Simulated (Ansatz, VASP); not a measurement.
# As in VASP and in Ansatz

```xyz
1
Lattice="0.0000 1.9344 2.6580 1.9333 0.0000 2.6580 1.9333 1.9344 0.0000" Properties=species:S:1:pos:R:3 pbc="T T T"
As    0.0000    0.0000    0.0000
```

Alike in both runs: task relaxation of cell and atoms; functional PBE; k mesh 22 × 22 × 22; occupations gaussian, width 0.1 eV; no spin polarisation.

|  | VASP | Ansatz |
| --- | --- | --- |
| version | VASP 6.6.1 | Ansatz 0.2.0 |
| potentials or method | VASP PAW PBE potentials, release 64 (As), cutoff 600 eV | scalar-relativistic, plane waves, PAW |
| valence electrons in the cell | 5 | 15 |

```tsv
	VASP	Ansatz	Ansatz less VASP
gap on the k mesh at the Fermi level, each at its own relaxed structure (eV)	none	none	-
relaxed volume (Å³/atom)	19.92	19.88	-0.039
relaxed length of the cell vector where the two differ most in proportion (Å)	2.737	2.735	-0.0023
```

A gap of «none» marks a metal or a gap that the smearing closes. VASP's potentials hold 5 valence electrons a cell and Ansatz's 15, so a difference there can come from the potentials and not from the codes.
